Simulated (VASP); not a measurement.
**Sb: electric field gradients with PBE**

Crystal: Sb.

```
CELL_PARAMETERS angstrom
3.36900 0.00000 0.00000
-1.68450 2.91764 0.00000
0.00000 0.00000 5.38330
ATOMIC_POSITIONS crystal
Sb 0.33333 0.66667 0.25000
Sb 0.66667 0.33333 0.75000
```

This cell differs from its parent crystal: zz strain of +1 %.

| Property | Result |
| --- | --- |
| Program | VASP 6.6.1 |
| Task | electric field gradients |
| Functional | PBE |
| Potentials or basis | VASP PAW PBE potentials, release 64 (Sb) |
| Cutoff | 520 eV |
| k mesh | 12 × 12 × 7 |
| Occupations | fermi-dirac, width 0.05 eV |
| Spin | no spin polarisation |
| Dipole correction | no |
| Further INCAR settings | ALGO = Normal; EDIFF = 1e-08; NBANDS = 12 |

The pressure is 2.2 GPa. The band gap on the k mesh is zero (band 5 reaches 12.83 eV, above the bottom of band 6 at 5.84 eV).

Stress tensor (GPa, compression positive):
```
2.54 0.00 0.00
0.00 2.54 0.00
0.00 0.00 1.44
```

Levels at points of the mesh, in eV from the Fermi level:
```
           k point  band 3  band 4  band 5  band 6  band 7  band 8
(0.00, 0.00, 0.00)   -5.92    3.38    3.38    5.12    5.12    5.83
(0.50, 0.00, 0.00)   -4.29   -2.97   -2.38   -0.20    0.18    3.71
```

Electric field gradients, principal values (V/Å²):
```
atom    least   middle  greatest (by size)
1 Sb  -10.874  -10.875              21.749
2 Sb  -10.874  -10.875              21.749
```

It took 77 s on 1 thread of Intel Xeon 6975P-C, on a shared host, peak memory 0.2 GiB.

Caveat: the cell differs from its parent crystal (zz strain of +1 %); without QUAD_EFG the Cq values of the log hold for a quadrupole moment of 1 mb, not for the nuclei; spin-orbit coupling is left out, which moves the levels of the heavy elements.
